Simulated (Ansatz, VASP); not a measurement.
## One calculation of Re, two programs

File INCAR:

```
SYSTEM = Re
PREC = Accurate
ENCUT = 560
EDIFF = 1E-6
ISMEAR = 0
SIGMA = 0.3
LREAL = .False.
LASPH = .True.
NELM = 120
ALGO = Normal
ISIF = 2
LWAVE = .False.
LCHARG = .True.
GGA = CA
LELF = .True.
LVHAR = .True.
NBANDS = 22
GGA_COMPAT = .False.
```

File KPOINTS:

```
regular mesh
0
Gamma
  13 13 7
  0 0 0
```

Contents of POSCAR:

```
Re
1.0
    2.7391880258      0.0000000000      0.0000000000
   -1.3695940129      2.3722064161      0.0000000000
    0.0000000000      0.0000000000      4.4118668232
Re
2
Direct
    0.3333333333      0.6666666667      0.2500000000
    0.6666666667      0.3333333333      0.7500000000
```

Input for Ansatz:

```yaml
crystal:
  lattice:
    - [2.7391880258, 0.0, 0.0]
    - [-1.3695940129, 2.3722064161, 0.0]
    - [0.0, 0.0, 4.4118668232]
  atoms:
    - { symbol: Re, position: [0.3333333333, 0.6666666667, 0.25] }
    - { symbol: Re, position: [0.6666666667, 0.3333333333, 0.75] }
hamiltonian:
  xc: lda
  pseudopotentials:
    kind: paw
    azcp:
      Re: "pseudopotentials/Re.paw.azcp"
basis:
  ecutwfc: 420
  fft_grid_basis: typed
kpoints:
  mp_grid: { grid: [13, 13, 7], shift: [0, 0, 0] }
magnetization:
  spin_polarized: false
scf:
  occupations: { method: gaussian, width: 0.3 }
  lower_state_search: "off"
output:
  stress: true
  write_density: true
  write_potential: true
  elf: true
  volumetric_format: npy
```

Alike in both runs: task single point; functional LDA; k mesh 13 × 13 × 7; occupations gaussian, width 0.3 eV; no spin polarisation.

```csv
,VASP,Ansatz
version,VASP 6.6.1,Ansatz 0.2.0
potentials or method,"VASP PAW LDA potentials, release 64 (Re_sv_GW), cutoff 560 eV","plane waves (420 eV) with PAW, scalar-relativistic"
valence electrons in the cell,30,30
```

VASP gave:

- pressure (GPa): 0.1
- traceless stress, the component that is largest in VASP (GPa): -0.09

Which values does Ansatz return?

Pressure (GPa): 0.1; traceless stress, the component that is largest in VASP (GPa): -0.04.

Ansatz warns that its potentials were made for another functional, while VASP's fit it. LDA's correlation is that of Perdew and Zunger in VASP and of Perdew and Wang (1992) in Ansatz.

Spin-orbit coupling is off throughout.
